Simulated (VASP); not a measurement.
Here is a VASP 6.6.1 calculation.

INCAR

```
ALGO     = Normal         # electronic algorithm
EDIFF    = 1E-7           # SCF threshold, eV
ENCUT    = 520            # plane-wave cutoff, eV
GGA      = PE             # functional
ISIF     = 2              # what is computed and relaxed
ISMEAR   = 0              # smearing method
LASPH    = T              # aspherical terms in the spheres
LCHARG   = F              # write CHGCAR
LREAL    = F              # projectors in reciprocal space
LWAVE    = F              # write WAVECAR
NBANDS   = 35             # bands
NELM     = 80             # most SCF steps
PREC     = Accurate       # precision mode
SIGMA    = 0.1            # smearing width, eV
```

Contents of KPOINTS:

```
k-points
0
Gamma
  6 6 6
```

Contents of POSCAR:

```
Sn3S2
1.0
    1.9601935507      1.1317182741      9.0864914265
   -1.9601935507      1.1317182741      9.0864914265
    0.0000000000     -2.2634365482      9.0864914265
Sn S
3 2
Direct
    0.0000000000      0.0000000000      0.0000000000
    0.2095000000      0.2095000000      0.2095000000
    0.7905000000      0.7905000000      0.7905000000
    0.4000000000      0.4000000000      0.4000000000
    0.6000000000      0.6000000000      0.6000000000
```

Potentials or basis: VASP PAW PBE potentials, release 64 (Sn_d, S).

Launch:

```console
$ cat potpaw_PBE.64/Sn_d/POTCAR potpaw_PBE.64/S/POTCAR > POTCAR
$ mpirun -np 1 vasp_std > vasp.out
```

Q: Estimate the pressure.

A: 3.6 GPa.

Q: What does it give for the largest force?

A: 0.753 eV/Å.

Q: Estimate the band gap on the k mesh.

A: Zero (band 27 reaches 9.01 eV, above the bottom of band 28 at 7.31 eV).

Stress tensor (GPa, compression positive):
```
2.02 0.00 0.00
0.00 2.02 0.00
0.00 0.00 6.84
```

Caveat: spin-orbit coupling is left out, which moves the levels of the heavy elements.
